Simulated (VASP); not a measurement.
# Ta (Im-3m) in VASP: notebook

The runs below take Ta through single point, relaxation of cell and atoms, with PBEsol.

Program: VASP 6.6.1. These are calculated values, not measurements. Logs are shortened: lines on timing, memory, paths and dates and some standing lists are left out, and cuts for length are marked.

## (1) The cell of the first run

It takes space group Im-3m (No. 229, cubic). Conventional cell: a = 3.281 Å, b = 3.281 Å, c = 3.281 Å, α = 90.00°, β = 90.00°, γ = 90.00°. Ta (site symmetry m-3m) has 14 Ta at 2.84 to 3.28 Å within 3.7 Å.

## (2) Single point, PBEsol

File INCAR:

```
ALGO = Fast ; EDIFF = 1E-6
ENCUT = 520 ; GGA = PS
ISIF = 2 ; ISMEAR = 0
LASPH = T ; LCHARG = F
LREAL = F ; LWAVE = F
NBANDS = 12 ; NELM = 80
PREC = Accurate ; SIGMA = 0.1
```

File KPOINTS:

```
k-points
0
Gamma
  18 18 18
```

File POSCAR:

```
Ta
1.0
   -1.6402597640      1.6402597640      1.6402597640
    1.6402597640     -1.6402597640      1.6402597640
    1.6402597640      1.6402597640     -1.6402597640
Ta
1
Direct
    0.0000000000      0.0000000000      0.0000000000
```

Potentials or basis: VASP PAW PBE potentials, release 64 (Ta_pv).

Command:

```
> cat potpaw_PBE.64/Ta_pv/POTCAR > POTCAR
> mpirun -np 1 vasp_std > vasp.out
```

OUTCAR:

```text
EDIFF = 1E-6
   ENCUT = 520
   GGA = PS
   ISIF = 2
   ISMEAR = 0
   LASPH = T
   LREAL = F
   NELM = 80
   PREC = Accurate

 ion  position               nearest neighbor table
   1  0.000  0.000  0.000-

  LATTYP: Found a body centered cubic cell.
 ALAT       =     3.2805195280

  Lattice vectors:

 A1 = (  -1.6402597640,   1.6402597640,   1.6402597640)
 A2 = (   1.6402597640,  -1.6402597640,   1.6402597640)
 A3 = (   1.6402597640,   1.6402597640,  -1.6402597640)

Analysis of symmetry for initial positions (statically):
=====================================================================
 Subroutine PRICEL returns:
 Original cell was already a primitive cell.

 Routine SETGRP: Setting up the symmetry group for a
 body centered cubic supercell.

 Subroutine GETGRP returns: Found 48 space group operations
 (whereof 48 operations were pure point group operations)
 out of a pool of 48 trial point group operations.

The static configuration has the point symmetry O_h .

Analysis of symmetry for dynamics (positions and initial velocities):
=====================================================================
 Subroutine PRICEL returns:
 Original cell was already a primitive cell.

 Routine SETGRP: Setting up the symmetry group for a
 body centered cubic supercell.

 Subroutine GETGRP returns: Found 48 space group operations
 (whereof 48 operations were pure point group operations)
 out of a pool of 48 trial point group operations.

The dynamic configuration has the point symmetry O_h .

 Subroutine INISYM returns: Found 48 space group operations
 (whereof 48 operations are pure point group operations),
 and found     1 'primitive' translations

----------------------------------------------------------------------------------------

                                     Primitive cell

  volume of cell :      17.6522

  direct lattice vectors                    reciprocal lattice vectors
    -1.640259764  1.640259764  1.640259764     0.000000000  0.304829766  0.304829766
     1.640259764 -1.640259764  1.640259764     0.304829766  0.000000000  0.304829766
     1.640259764  1.640259764 -1.640259764     0.304829766  0.304829766  0.000000000

  length of vectors
     2.841013249  2.841013249  2.841013249     0.431094389  0.431094389  0.431094389

  position of ions in fractional coordinates (direct lattice)
     0.000000000  0.000000000  0.000000000

  ion indices of the primitive-cell ions
   primitive index   ion index
                 1           1

[... 83 lines left out ...]
   NUPDOWN=      -1.0000    fix difference up-down
   EMIN   =  10.00;   EMAX   =-10.00  energy-range for DOS
   EFERMI =   0.00;   METHOD = LEGACY
   ISMEAR =     0;   SIGMA  =   0.10  broadening in eV -4-tet -1-fermi 0-gaus
   EFERMI_NEDOS =   21; number of points for ismear=-14 and -15
   IALGO  =     68    algorithm
   IMIX   =      4    mixing-type and parameters
     AMIX     =   0.40;   BMIX     =  1.00
     AMIX_MAG =   1.60;   BMIX_MAG =  1.00
  volume/ion in A,a.u.               =      17.65       119.12
  Fermi-wavevector in a.u.,A,eV,Ry     =   1.398320  2.642441 26.603439  1.955298
  Thomas-Fermi vector in A             =   2.521489
   LORBIT       =      0    0 simple, 1 ext, 2 COOP (PROOUT), +10 PAW based schemes
   GGA     = PS    functional components
   LHFCALC =     F    Hartree Fock is set to
   AEXX    =    0.0000 exact exchange contribution
   IVDW    =     0    specifies the selected vdW correction
   LEPSILON=     F    determine dielectric tensor
   LRPA    =     F    only Hartree local field effects (RPA)
 non-spin polarized calculation
 RMM-DIIS sequential band-by-band and
 Gauss-broadening in eV      SIGMA  =   0.10
  energy-cutoff  :      520.00
  volume of cell :       17.65
 maximum number of plane-waves:       490
 NGX is ok and might be reduce to    24
   NGX = 11   NGY = 11   NGZ = 11

 number of electron      11.0000002 magnetization

 Free energy of the ion-electron system (eV)
  ---------------------------------------------------
  ext. energy  EPLUGINS =         0.00000000
  ---------------------------------------------------
  free energy    TOTEN  =       -12.55538458 eV

  energy without entropy =      -12.54943997  energy(sigma->0) =      -12.55241228

 E-fermi :   5.4927     XC(G=0): -12.8315

 val. band max:        5.4921182231   @ k =  -0.2778   0.3889   0.1111
 cond. band min:       5.4955130991   @ k =  -0.1667   0.2222   0.0556
 fundamental gap:      0.0033948760
 Fermi energy:         5.4926742807

 k-point     1 :       0.0000    0.0000    0.0000
  band No.  band energies     occupation
      1     -27.4586      2.00000
      2     -27.4586      2.00000
      3     -27.4586      2.00000
      4      -2.5224      2.00000
      5       6.2050      0.00000
      6       6.2050      0.00000
      7       6.2050      0.00000
      8       9.5471      0.00000
      9       9.5471      0.00000
     10      20.6200      0.00000
     11      20.6200      0.00000
     12      20.6200      0.00000
[... 331 lines left out ...]
 k-point    24 :       0.3889    0.1111    0.0000
  band No.  band energies     occupation
      1     -28.6420      2.00000
      2     -27.8995      2.00000
      3     -27.5226      2.00000
      4       1.4129      2.00000
      5       3.9987      2.00000
      6       6.2125      0.00000
      7       9.3043      0.00000
      8      10.6395      0.00000
      9      13.5896      0.00000
     10      17.2555      0.00000
     11      18.6475      0.00000
     12      20.2365      0.00000

 [... further k-points ...]

------------------------ aborting loop because EDIFF is reached ----------------------------------------

  FORCE on cell =-STRESS in cart. coord.  units (eV):
  Direction    XX          YY          ZZ          XY          YZ          ZX
  --------------------------------------------------------------------------------------
  -------------------------------------------------------------------------------------
  Total        0.0233884      0.0233884      0.0233884     -0.0000000      0.0000000      0.0000000
  in kB        2.1228243      2.1228243      2.1228243     -0.0000000      0.0000000      0.0000000
  external PRESSURE =       2.1228243 kB  Pullay stress =       0.0000000 kB

 VOLUME and BASIS-vectors are now :
 -----------------------------------------------------------------------------
  energy-cutoff  :      520.00
  volume of cell :       17.65
      direct lattice vectors                 reciprocal lattice vectors
    -1.640259764  1.640259764  1.640259764     0.000000000  0.304829766  0.304829766
     1.640259764 -1.640259764  1.640259764     0.304829766  0.000000000  0.304829766
     1.640259764  1.640259764 -1.640259764     0.304829766  0.304829766  0.000000000

 POSITION                                       TOTAL-FORCE (eV/Angst)
 -----------------------------------------------------------------------------------
      0.00000      0.00000      0.00000         0.000000      0.000000      0.000000
 -----------------------------------------------------------------------------------
    total drift:                                0.000000      0.000000     -0.000000

  FREE ENERGIE OF THE ION-ELECTRON SYSTEM (eV)
  ---------------------------------------------------
  free  energy   TOTEN  =       -12.5553845838 eV

  energy  without entropy=      -12.5494399666  energy(sigma->0) =      -12.55241228
```

OSZICAR:

```text
N       E                     dE             d eps       ncg     rms          rms(c)
DAV:   1     0.599591352337E+02    0.59959E+02   -0.61380E+03  4696   0.878E+02
DAV:   2    -0.120730287154E+02   -0.72032E+02   -0.70350E+02  5244   0.245E+02
DAV:   3    -0.130487267702E+02   -0.97570E+00   -0.96421E+00  5584   0.269E+01
DAV:   4    -0.130511629943E+02   -0.24362E-02   -0.24361E-02  5200   0.151E+00
DAV:   5    -0.130511709427E+02   -0.79484E-05   -0.79474E-05  5572   0.803E-02    0.143E+01
RMM:   6    -0.126712717350E+02    0.37990E+00   -0.25639E-01  5017   0.413E+00    0.698E+00
RMM:   7    -0.125561875791E+02    0.11508E+00   -0.26235E-01  5290   0.406E+00    0.327E-01
RMM:   8    -0.125553315076E+02    0.85607E-03   -0.10360E-02  5603   0.962E-01    0.291E-01
RMM:   9    -0.125554082466E+02   -0.76739E-04   -0.12862E-03  5824   0.331E-01    0.586E-02
RMM:  10    -0.125553835586E+02    0.24688E-04   -0.17866E-04  5794   0.124E-01    0.846E-03
RMM:  11    -0.125553840720E+02   -0.51338E-06   -0.32445E-05  5844   0.482E-02    0.383E-03
RMM:  12    -0.125553845838E+02   -0.51182E-06   -0.50416E-06  5038   0.161E-02
   1 F= -.12555385E+02 E0= -.12552412E+02  d E =-.594462E-02
```

stdout:

```text
POSCAR found type information on POSCAR Ta
 POSCAR found :  1 types and       1 ions
 scaLAPACK will be used
 -----------------------------------------------------------------------------
|                                                                             |
|                                                                             |
|     You enforced a specific xc type in the INCAR file but a different       |
|     I HOPE YOU KNOW WHAT YOU ARE DOING!                                     |
|                                                                             |
 -----------------------------------------------------------------------------

 LDA part: xc-table for (Slater+PW92), standard interpolation
 POSCAR, INCAR and KPOINTS ok, starting setup
 FFT: planning ... GRIDC
 FFT: planning ... GRID_SOFT
 FFT: planning ... GRID
 WAVECAR not read
 entering main loop
WARNING in EDDRMM: call to ZHEGV failed, returncode =   6  3     12
WARNING in EDDRMM: call to ZHEGV failed, returncode =   8  4     12
```

It took 21 s on 1 thread of Intel Xeon Platinum 8488C (Sapphire Rapids), shared host; peak memory 0.16 GiB.

Results:

```yaml
Free_energy: -12.5554 eV
Pressure: 0.2 GPa
Band_gap_on_the_k_mesh: zero (an odd number of electrons rules out a gap without spin polarisation)
```

Caveat: the PAW data sets were made with another functional, which shifts forces and pressure a little; spin-orbit coupling is left out, which moves the levels of the heavy elements.

## (3) Relaxation of cell and atoms, PBEsol

This run uses another cell than the first one, of 18.01 Å³/atom.

File INCAR:

```
SYSTEM = Ta
ALGO = Normal
EDIFF = 1E-7
EDIFFG = -0.005
ENCUT = 600
GGA = PS
IBRION = 2
ISIF = 3
ISMEAR = 0
LASPH = .TRUE.
LCHARG = .FALSE.
LREAL = .FALSE.
LWAVE = .FALSE.
NELM = 100
NSW = 100
PREC = Accurate
SIGMA = 0.1
```

File KPOINTS:

```
k-points
0
G
  18 18 18
  0 0 0
```

File POSCAR:

```
Ta
1.0
   -1.6512800000      1.6512800000      1.6512800000
    1.6512800000     -1.6512800000      1.6512800000
    1.6512800000      1.6512800000     -1.6512800000
Ta
1
Direct
    0.0000000000      0.0000000000      0.0000000000
```

Potentials or basis: VASP PAW PBE potentials, release 64 (Ta_pv).

Command:

```
> cat potpaw_PBE.64/Ta_pv/POTCAR > POTCAR
> mpirun -np 1 vasp_std > vasp.out
```

Wall time 38 s (1 thread of Intel Xeon Platinum 8488C (Sapphire Rapids), shared host); peak memory 0.18 GiB.

It converged, with:

```yaml
Free_energy: -12.5557 eV
Relaxed_volume: 17.67 Å³/atom
Relaxed_cell: a = 2.842 Å, b = 2.842 Å, c = 2.842 Å, α = 109.47°, β = 109.47°, γ = 109.47°
Space_group_after_relaxing_to_0.1_Å: Im-3m (No. 229)
Energy_gained_by_relaxing: 4.1 meV/atom
Ionic_steps: 4
Pressure_after_relaxing: 0.0 GPa
Band_gap_on_the_k_mesh: zero (an odd number of electrons rules out a gap without spin polarisation)
```

Step by step:
```csv
step,energy change (eV),largest force (eV/Å),pressure (GPa),volume (Å³)
1,0.0000,0.0000,-3.83,18.01
2,0.0186,0.0000,10.01,16.91
3,-0.0041,0.0000,-0.05,17.67
4,-0.0041,0.0000,0.03,17.67
```

Final structure:
```
CELL_PARAMETERS angstrom
-1.64072 1.64072 1.64072
1.64072 -1.64072 1.64072
1.64072 1.64072 -1.64072
ATOMIC_POSITIONS crystal
Ta 0.00000 0.00000 0.00000
```

Levels at points of the mesh, in eV from the Fermi level:
```csv
k point,band 1,band 2,band 3,band 4,band 5,band 6,band 7,band 8,band 9
"(0.00, 0.00, 0.00)",-32.95,-32.95,-32.95,-8.01,0.71,0.71,0.71,4.05,4.05
"(0.50, 0.00, 0.00)",-34.21,-33.36,-32.96,-4.49,-1.62,1.69,3.94,5.00,7.99
"(0.50, 0.50, 0.50)",-33.83,-33.83,-33.83,-3.94,-3.94,7.00,7.00,7.00,8.83
```

Caveat: the PAW data sets were made with another functional, which shifts forces and pressure a little; spin-orbit coupling is left out, which moves the levels of the heavy elements.
